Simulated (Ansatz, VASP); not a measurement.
**Al in VASP and in Ansatz**

File INCAR:

```
SYSTEM = Al
  PREC = Accurate
  ENCUT = 520
  EDIFF = 1E-7
  ISMEAR = 0
  SIGMA = 0.15
  LREAL = .False.
  LASPH = .True.
  NELM = 60
  ALGO = Fast
  ISIF = 2
  LWAVE = .False.
  LCHARG = .False.
  GGA = PE
  NBANDS = 8
```

File KPOINTS:

```
regular mesh
0
Gamma
  20 20 20
  0 0 0
```

File POSCAR:

```
Al
1.0
   -1.7024295277      1.7590423861      1.6175102401
    1.7024295277     -1.7590423861      1.6175102401
    1.4759780941      1.5325909525     -1.6175102401
Al
1
Direct
    0.0000000000      0.0000000000      0.0000000000
```

Input for Ansatz:

```yaml
crystal:
  lattice:
    - [-1.7024295277, 1.7590423861, 1.6175102401]
    - [1.7024295277, -1.7590423861, 1.6175102401]
    - [1.4759780941, 1.5325909525, -1.6175102401]
  atoms:
    - { symbol: Al, position: [0.0, 0.0, 0.0] }
basis:
  ecutwfc: 420
kpoints:
  mp_grid: { grid: [20, 20, 20] }
hamiltonian:
  xc: pbe
scf:
  occupations: { method: gaussian, width: 0.15 }
output:
  forces: true
  stress: true
  eigenvalues: true
```

Change from the starting cell: engineering shear strain xy -0.1400, strain +e along x and -e along y -0.0175.

Alike in both runs: task single point; functional PBE; k mesh 20 × 20 × 20; occupations gaussian, width 0.15 eV; no spin polarisation.

|  | VASP | Ansatz |
| --- | --- | --- |
| version | VASP 6.6.1 | Ansatz 0.2.0 |
| potentials or method | VASP PAW PBE potentials, release 64 (Al), cutoff 520 eV | scalar-relativistic, plane waves, PAW |
| valence electrons in the cell | 3 | 3 |

|  | VASP | Ansatz | Ansatz less VASP |
| --- | --- | --- | --- |
| gap on the k mesh at the Fermi level (eV) | none | none | - |
| pressure (GPa) | 1.9 | 1.9 | +0.02 |
| traceless stress, the component that is largest in VASP (GPa) | 5.99 | 6.00 | +0.011 |

A gap of «none» marks a metal or a gap that the smearing closes.
